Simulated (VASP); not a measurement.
# Rh in VASP: notebook, part 2 of 2

VASP 6.6.1. Earlier steps stand in the parts before.

## (3) Single point, LDA (volume scaled by 1.02)

Input file INCAR:

```
ALGO = Normal
EDIFF = 1E-6
ENCUT = 520
GGA = CA
ISIF = 2
ISMEAR = -1
LASPH = True
LCHARG = False
LREAL = False
LWAVE = False
NBANDS = 14
NELM = 100
PREC = Accurate
SIGMA = 0.03
```

Input file KPOINTS:

```
k-points
0
Gamma
  16 16 16
```

Input file POSCAR:

```
Rh
1.0
    0.0000000000      1.9141434134      1.9141434134
    1.9141434134      0.0000000000      1.9141434134
    1.9141434134      1.9141434134      0.0000000000
Rh
1
Direct
    0.0000000000      0.0000000000      0.0000000000
```

Potentials or basis: VASP PAW LDA potentials, release 64 (Rh_pv).

Run with:

```console
$ cat potpaw_LDA.64/Rh_pv/POTCAR > POTCAR
$ mpirun -np 1 vasp_std > vasp.out
```

OUTCAR:

```text
EDIFF = 1E-6
   ENCUT = 520
   GGA = CA
   ISIF = 2
   ISMEAR = -1
   LASPH = True
   LREAL = False
   NELM = 100
   PREC = Accurate

 ion  position               nearest neighbor table
   1  0.000  0.000  0.000-

  LATTYP: Found a face centered cubic cell.
 ALAT       =     3.8282868268

  Lattice vectors:

 A1 = (   0.0000000000,   1.9141434134,   1.9141434134)
 A2 = (   1.9141434134,   0.0000000000,   1.9141434134)
 A3 = (   1.9141434134,   1.9141434134,   0.0000000000)

Analysis of symmetry for initial positions (statically):
[... 578 lines left out ...]
      9      10.4132      2.00000
     10      27.8695      0.00000
     11      30.9451      0.00000
     12      31.7489      0.00000
     13      32.6254      0.00000
     14      33.4390      0.00000

 [... further k-points ...]
[... 5 lines left out ...]
  --------------------------------------------------------------------------------------
  -------------------------------------------------------------------------------------
  Total       -1.3419189     -1.3419189     -1.3419189      0.0000000      0.0000000     -0.0000000
  in kB     -153.2792716   -153.2792716   -153.2792716      0.0000000      0.0000000     -0.0000000
  external PRESSURE =    -153.2792716 kB  Pullay stress =       0.0000000 kB

 VOLUME and BASIS-vectors are now :
 -----------------------------------------------------------------------------
  energy-cutoff  :      520.00
  volume of cell :       14.03
      direct lattice vectors                 reciprocal lattice vectors
     0.000000000  1.914143413  1.914143413    -0.261213447  0.261213447  0.261213447
     1.914143413  0.000000000  1.914143413     0.261213447 -0.261213447  0.261213447
     1.914143413  1.914143413  0.000000000     0.261213447  0.261213447 -0.261213447

 POSITION                                       TOTAL-FORCE (eV/Angst)
 -----------------------------------------------------------------------------------
      0.00000      0.00000      0.00000        -0.000000      0.000000     -0.000000
 -----------------------------------------------------------------------------------
    total drift:                                0.000000      0.000000      0.000000

  FREE ENERGIE OF THE ION-ELECTRON SYSTEM (eV)
  ---------------------------------------------------
  free  energy   TOTEN  =        -8.6464868050 eV

  energy  without entropy=       -8.6418487757  energy(sigma->0) =       -8.64416779
```

stdout:

```text
POSCAR found type information on POSCAR Rh
 POSCAR found :  1 types and       1 ions
 scaLAPACK will be used
 LDA part: xc-table for (Slater(with rela. corr.)+CA(PZ))
 , standard interpolation
 POSCAR, INCAR and KPOINTS ok, starting setup
 FFT: planning ... GRIDC
 FFT: planning ... GRID_SOFT
 FFT: planning ... GRID
 WAVECAR not read
 entering main loop
```

Run time: 12 s. Hardware: 1 thread of Intel Xeon Platinum 8559C (Emerald Rapids), shared host; peak memory 0.14 GiB.

Results:

- Free energy: -8.6465 eV
- Pressure: -15.3 GPa

## (4) Single point, LDA (volume scaled by 1.04)

Input file INCAR:

```
SYSTEM = Rh
ALGO = Normal
EDIFF = 1E-6
ENCUT = 520
GGA = CA
ISIF = 2
ISMEAR = -1
LASPH = .TRUE.
LCHARG = .FALSE.
LREAL = .FALSE.
LWAVE = .FALSE.
NBANDS = 14
NELM = 60
PREC = Accurate
SIGMA = 0.03
```

Input file KPOINTS:

```
k-points
0
G
  16 16 16
  0 0 0
```

Input file POSCAR:

```
Rh
1.0
    0.0000000000      1.9265732643      1.9265732643
    1.9265732643      0.0000000000      1.9265732643
    1.9265732643      1.9265732643      0.0000000000
Rh
1
Direct
    0.0000000000      0.0000000000      0.0000000000
```

Run with:

```console
$ cat potpaw_LDA.64/Rh_pv/POTCAR > POTCAR
$ mpirun -np 1 vasp_std > vasp.out
```

Run time: 16 s. Hardware: 1 thread of Intel Xeon Platinum 8559C (Emerald Rapids), shared host; peak memory 0.14 GiB.

The run converged. Its results:

```
Free energy : -8.6166 eV
Pressure    : -19.6 GPa
```

Levels at points of the mesh, in eV from the Fermi level:
```tsv
k point	band 4	band 5	band 6	band 7	band 8	band 9	band 10	band 11
(0.00, 0.00, 0.00)	-7.73	-2.91	-2.91	-2.91	-0.91	-0.91	15.99	20.47
(0.50, 0.00, 0.00)	-5.84	-2.97	-2.97	0.55	0.55	0.75	8.20	15.49
(0.50, 0.50, 0.00)	-5.96	-5.63	0.54	0.93	0.93	3.17	11.75	12.99
```

## (5) Single point, LDA (volume scaled by 1.06)

Input file INCAR:

```
SYSTEM = Rh
PREC     = Accurate       ! precision mode
ENCUT    = 520            ! plane-wave cutoff, eV
EDIFF    = 1E-6           ! SCF threshold, eV
ISMEAR   = -1             ! smearing method
SIGMA    = 0.03           ! smearing width, eV
LREAL    = .False.        ! projectors in reciprocal space
LASPH    = .True.         ! aspherical terms in the spheres
NELM     = 100            ! most SCF steps
ALGO     = Normal         ! electronic algorithm
ISIF     = 2              ! what is computed and relaxed
LWAVE    = .False.        ! write WAVECAR
LCHARG   = .True.         ! write CHGCAR
GGA      = CA             ! functional
LELF     = .True.         ! ELF
LVHAR    = .True.       
NBANDS   = 14             ! bands
```

Input file KPOINTS:

```
regular mesh
0
Gamma
  16 16 16
  0 0 0
```

Input file POSCAR:

```
Rh
1.0
    0.0000000000      1.9388447625      1.9388447625
    1.9388447625      0.0000000000      1.9388447625
    1.9388447625      1.9388447625      0.0000000000
Rh
1
Direct
    0.0000000000      0.0000000000      0.0000000000
```

Run with:

```console
$ cat potpaw_LDA.64/Rh_pv/POTCAR > POTCAR
$ mpirun -np 1 vasp_std > vasp.out
```

Run time: 15 s. Hardware: 1 thread of Intel Xeon Platinum 8559C (Emerald Rapids), shared host; peak memory 0.14 GiB.

The run converged. Its results:

```yaml
Free_energy: -8.5798 eV
Pressure: -23.4 GPa
```

Levels at points of the mesh, in eV from the Fermi level:
```tsv
k point	band 5	band 6	band 7	band 8	band 9	band 10
(0.00, 0.00, 0.00)	-2.83	-2.83	-2.83	-0.89	-0.89	15.99
(0.50, 0.00, 0.00)	-2.88	-2.88	0.53	0.53	0.78	8.01
(0.50, 0.50, 0.00)	-5.47	0.52	0.90	0.90	3.15	11.52
```

## (6) Single point, LDA (equal xx and yy strain of -2 %)

Input file INCAR:

```
SYSTEM = Rh
  PREC = Accurate
  ENCUT = 520
  EDIFF = 1E-6
  ISMEAR = -1
  SIGMA = 0.03
  LREAL = .FALSE.
  LASPH = .TRUE.
  NELM = 80
  ALGO = Normal
  ISIF = 2
  LWAVE = .FALSE.
  LCHARG = .TRUE.
  GGA = CA
  LELF = .TRUE.
  LVHAR = .TRUE.
  NBANDS = 14
```

Input file KPOINTS:

```
Automatic mesh
0
G
  16 16 16
  0 0 0
```

Input file POSCAR:

```
Rh
1.0
    0.0000000000      1.8635190000      1.9015500000
    1.8635190000      0.0000000000      1.9015500000
    1.8635190000      1.8635190000      0.0000000000
Rh
1
Direct
    0.0000000000      0.0000000000      0.0000000000
```

Potentials or basis: VASP PAW LDA potentials, release 64 (Rh_pv).

Run with:

```console
$ cat potpaw_LDA.64/Rh_pv/POTCAR > POTCAR
$ mpirun -np 1 vasp_std > vasp.out
```

Wall time 33 s (1 thread of Intel Xeon 6975P-C, shared host); peak memory 0.17 GiB.

Results (log left out):

```yaml
Free_energy: -8.6813 eV
Pressure: 1.4 GPa
```

Stress tensor (GPa, compression positive):
```
 3.24  0.00  0.00
 0.00  3.24  0.00
 0.00  0.00 -2.19
```

Levels at points of the mesh, in eV from the Fermi level:
| k point | band 4 | band 5 | band 6 | band 7 | band 8 | band 9 | band 10 | band 11 |
| --- | --- | --- | --- | --- | --- | --- | --- | --- |
| (0.00, 0.00, 0.00) | -8.32 | -3.45 | -3.21 | -3.21 | -1.18 | -0.89 | 15.93 | 20.26 |
| (0.50, 0.00, 0.00) | -6.50 | -3.49 | -3.25 | 0.58 | 0.67 | 0.70 | 9.03 | 15.44 |
| (0.50, 0.50, 0.00) | -6.71 | -6.34 | 0.64 | 1.07 | 1.07 | 2.98 | 12.40 | 13.71 |
| (0.50, 0.00, 0.50) | -6.73 | -6.35 | 0.61 | 0.98 | 1.19 | 3.42 | 12.98 | 13.21 |

Caveat: the cell differs from its parent crystal (equal xx and yy strain of -2 %).

## (7) Overview

| cell | gap on the mesh (eV) | pressure (GPa) |
| --- | --- | --- |
| a = 2.698 Å, angles 60.0°, 1 atom | none | -12.9 |
| a = 2.707 Å, angles 60.0°, 1 atom | none | -15.3 |
| a = 2.725 Å, angles 60.0°, 1 atom | none | -19.6 |
| a = 2.742 Å, angles 60.0°, 1 atom | none | -23.4 |
| a = 2.662, b = 2.662, c = 2.635 Å, angles 60.3, 60.3, 59.3°, 1 atom | none | 1.4 |

Alike in all rows: task single point; level LDA; potentials or basis VASP PAW LDA potentials, release 64 (Rh_pv); no spin polarisation; k mesh 16 × 16 × 16; cutoff (eV) 520; smearing fermi-dirac 0.03 eV.

Total energies depend on the potentials used, so only differences within one code and one set of settings carry meaning.
